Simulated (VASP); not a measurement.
Runs of VASP 6.6.1 on Mo3W. The structure is that of space group Pm-3m (No. 221), or close to it. The cells are those of the table. The cell was built from a structure type or drawn by symmetry, and may not be a known phase.

```tsv
task	cell	k mesh	gap on the mesh (eV)	pressure (GPa)	relaxed volume (Å³/atom)
single point	a = 4.234 Å, 4 atoms	4 × 4 × 4	none	-28.0	-
single point	a = 4.011 Å, 4 atoms	12 × 12 × 12	none	0.5	-
single point	a = 4.018 Å, 4 atoms	4 × 4 × 4	none	0.5	-
relaxation of cell and atoms	relaxed from a = 4.234 Å, 4 atoms	4 × 4 × 4	none	0.0	(a)
relaxation of cell and atoms	relaxed from a = 4.018 Å, 4 atoms	12 × 12 × 12	none	0.0	16.16
```

Alike in all rows: level PBE; potentials or basis VASP PAW PBE potentials, release 64 (Mo_sv, W_sv); no spin polarisation; cutoff (eV) 500; smearing gaussian 0.1 eV.

Problem. Fill in the values left out.

Solution. (a) 16.25.

Caveats: some runs use coarse meshes; spin-orbit coupling is left out, which moves the levels of the heavy elements.

A k mesh can miss the band edges, and the runs leave out spin-orbit coupling on Mo, W.

A gap of «none» marks levels without a gap at the run's occupations.
